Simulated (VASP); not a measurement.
Set up this calculation in VASP 6.6.1, as the native input.

```
Task                   : single point
Functional             : PBEsol
Potentials or basis    : VASP PAW PBE potentials, release 64 (Tl_d)
Cutoff                 : 520 eV
k mesh                 : 8 × 8 × 8
Occupations            : gaussian, width 0.1 eV
Spin                   : no spin polarisation
Dipole correction      : no
Further INCAR settings : ALGO = Normal; EDIFF = 1e-07; NBANDS = 12
```

The structure of Tl lies in POSCAR:

```
Tl
1.0
    0.0000000000      2.4250872563      2.4250872563
    2.4250872563      0.0000000000      2.4250872563
    2.4250872563      2.4250872563      0.0000000000
Tl
1
Direct
    0.0000000000      0.0000000000      0.0000000000
```

One way to write it, as run:

INCAR

```
PREC     = Accurate       # precision mode
ENCUT    = 520            # plane-wave cutoff, eV
EDIFF    = 1E-7           # SCF threshold, eV
ISMEAR   = 0              # smearing method
SIGMA    = 0.1            # smearing width, eV
LREAL    = False          # projectors in reciprocal space
LASPH    = True           # aspherical terms in the spheres
NELM     = 60             # most SCF steps
ALGO     = Normal         # electronic algorithm
ISIF     = 2              # what is computed and relaxed
LWAVE    = False          # write WAVECAR
LCHARG   = False          # write CHGCAR
GGA      = PS             # functional
NBANDS   = 12             # bands
```

KPOINTS

```
regular mesh
0
Gamma
  8 8 8
```

Potentials or basis: VASP PAW PBE potentials, release 64 (Tl_d).

Launch:

```sh
$ cat potpaw_PBE.64/Tl_d/POTCAR > POTCAR
$ mpirun -np 1 vasp_std > vasp.out
```

Results of the run:

- Pressure: -0.1 GPa

Caveat: the PAW data sets were made with another functional, which shifts forces and pressure a little.

It took 15 s on 1 thread of AMD EPYC 7R43 64-Core Processor (Zen 3), on a shared host, peak memory 0.12 GiB.
